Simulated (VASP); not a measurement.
Crystal: Zr4F.

```
Zr F
1.0
     4.19779    0.00000    0.00000
     0.00000    4.19779    0.00000
     0.00000    0.00000    4.19779
Zr F
4 1
Cartesian
  2.0989 2.0989 2.0989
  0.0000 2.0989 2.0989
  2.0989 0.0000 2.0989
  2.0989 2.0989 0.0000
  0.0000 0.0000 0.0000
```

| Quantity | Value |
| --- | --- |
| Program | VASP 6.6.1 |
| Task | relaxation of cell and atoms |
| Functional | PBE |
| Potentials or basis | VASP PAW PBE potentials, release 64 (Zr_sv, F) |
| Cutoff | 600 eV |
| k mesh | 4 × 4 × 4 |
| Occupations | gaussian, width 0.1 eV |
| Spin | no spin polarisation |

At the start: pressure 109.2 GPa; volume 14.79 Å³/atom.

**Question.** How do energy, volume and symmetry change on relaxing?

**Answer.** Over 5 steps the energy falls by 2518.8 meV/atom and the volume is 27.29 Å³/atom (+84.5 %); space group Pm-3m (No. 221, to 0.05 Å).

Step by step:
| step | energy change (eV) | largest force (eV/Å) | pressure (GPa) | volume (Å³) |
| --- | --- | --- | --- | --- |
| 1 | 0.0000 | 0.0000 | 109.21 | 73.97 |
| 2 | -4.7053 | 0.0000 | -17.47 | 242.97 |
| 3 | -12.5837 | 0.0000 | -1.25 | 139.70 |
| 4 | -12.5929 | 0.0000 | -0.50 | 138.01 |
| 5 | -12.5942 | 0.0000 | 0.22 | 136.47 |

Final structure:
```xyz
5
Lattice="5.1484 0.0000 0.0000 0.0000 5.1484 0.0000 0.0000 0.0000 5.1484" Properties=species:S:1:pos:R:3 pbc="T T T"
Zr    2.5742    2.5742    2.5742
Zr    0.0000    2.5742    2.5742
Zr    2.5742    0.0000    2.5742
Zr    2.5742    2.5742    0.0000
F     0.0000    0.0000    0.0000
```

Caveat: the k points lie up to 0.31 Å⁻¹ apart in the final cell; the volume moved by over 15 % at a fixed basis, so the end points are rough; an odd number of electrons without spin polarisation forces a metal; a magnetic or distorted state may lie lower.
